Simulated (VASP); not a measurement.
Set up this calculation in VASP 6.6.1, as the native input.

- Task: single point
- Functional: LDA
- Potentials or basis: VASP PAW LDA potentials, release 64 (Ir)
- Cutoff: 500 eV
- k mesh: 18 × 18 × 10
- Occupations: gaussian, width 0.15 eV
- Spin: no spin polarisation
- Dipole correction: no
- Further INCAR settings: ALGO = Normal; EDIFF = 1e-06; NBANDS = 16

The structure of Ir lies in POSCAR:

```
Ir
1.0
    2.5790000000      0.0000000000      0.0000000000
   -1.2895000000      2.2334795163      0.0000000000
    0.0000000000      0.0000000000      4.3131000000
Ir
2
Direct
    0.6666666667      0.3333333333      0.7500000000
    0.3333333333      0.6666666667      0.2500000000
```

This isn't the form of Ir at room conditions, which is fcc.

The input as run:

INCAR

```
ALGO = Normal
EDIFF = 1E-6
ENCUT = 500
GGA = CA
GGA_COMPAT = F
ISIF = 2
ISMEAR = 0
LASPH = T
LCHARG = T
LELF = T
LREAL = F
LVHAR = T
LWAVE = F
NBANDS = 16
NELM = 120
PREC = Accurate
SIGMA = 0.15
```

KPOINTS

```
k-points
0
Gamma
  18 18 10
```

Potentials or basis: VASP PAW LDA potentials, release 64 (Ir).

Run with:

```console
$ cat potpaw_LDA.64/Ir/POTCAR > POTCAR
$ mpirun -np 1 vasp_std > vasp.out
```

It gave:

```
Pressure               : 64.4 GPa
Band gap on the k mesh : zero (bands 9 and 10 overlap by 4.38 eV)
```

Caveat: the cell stands under pressure; spin-orbit coupling is left out, which moves the levels of the heavy elements.

Wall time 110 s on 1 thread of AMD EPYC 7R13, on a shared host, peak memory 0.16 GiB.
